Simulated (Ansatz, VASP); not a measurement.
LiF in VASP and in Ansatz

INCAR

```
PREC = Accurate
ENCUT = 520
EDIFF = 1E-6
ISMEAR = 0
SIGMA = 0.05
LREAL = False
LASPH = True
NELM = 60
ALGO = Normal
ISIF = 2
LWAVE = False
LCHARG = False
GGA = PE
NBANDS = 18
```

Contents of KPOINTS:

```
regular mesh
0
Gamma
  9 9 6
```

POSCAR

```
LiF
1.0
    3.1775711328      0.0000000000      0.0000000000
   -1.5887855664      2.7518573233      0.0000000000
    0.0000000000      0.0000000000      4.7437959441
Li F
2 2
Direct
    0.3333333333      0.6666666667      0.4116718394
    0.6666666667      0.3333333333      0.9116718394
    0.3333333333      0.6666666667      0.9939266766
    0.6666666667      0.3333333333      0.4939266766
```

Input for Ansatz:

```yaml
crystal:
  lattice:
    - [3.1775711328, 0.0, 0.0]
    - [-1.5887855664, 2.7518573233, 0.0]
    - [0.0, 0.0, 4.7437959441]
  atoms:
    - { symbol: Li, position: [0.3333333333, 0.6666666667, 0.4116718394] }
    - { symbol: Li, position: [0.6666666667, 0.3333333333, 0.9116718394] }
    - { symbol: F, position: [0.3333333333, 0.6666666667, 0.9939266766] }
    - { symbol: F, position: [0.6666666667, 0.3333333333, 0.4939266766] }
basis:
  ecutwfc: 520.0
kpoints:
  mp_grid: { grid: [9, 9, 6] }
hamiltonian:
  xc: pbe
scf:
  occupations: { method: gaussian, width: 0.05 }
output:
  forces: true
  stress: true
  eigenvalues: true
```

Alike in both runs: task single point; functional PBE; k mesh 9 × 9 × 6; occupations gaussian, width 0.05 eV; no spin polarisation.

|  | VASP | Ansatz |
| --- | --- | --- |
| version | VASP 6.6.1 | Ansatz 0.2.0 |
| potentials or method | VASP PAW PBE potentials, release 64 (Li_sv, F), cutoff 520 eV | scalar-relativistic, plane waves, PAW |
| valence electrons in the cell | 20 | 20 |

|  | VASP | Ansatz | Ansatz less VASP |
| --- | --- | --- | --- |
| gap on the k mesh at the Fermi level (eV) | 7.40 | 7.41 | +0.011 |
| least direct gap on the mesh (eV) | 7.40 | 7.41 | +0.011 |
| rms of the force components (eV/Å) | 0.087 | 0.085 | -0.0023 |

Atom by atom the forces differ by 0.002 eV/Å (rms over components). With one functional, cell and mesh, what is left measures potentials, basis and numerics.

Noted on VASP's run: the cutoff is short for stress, so the pressure is rough.
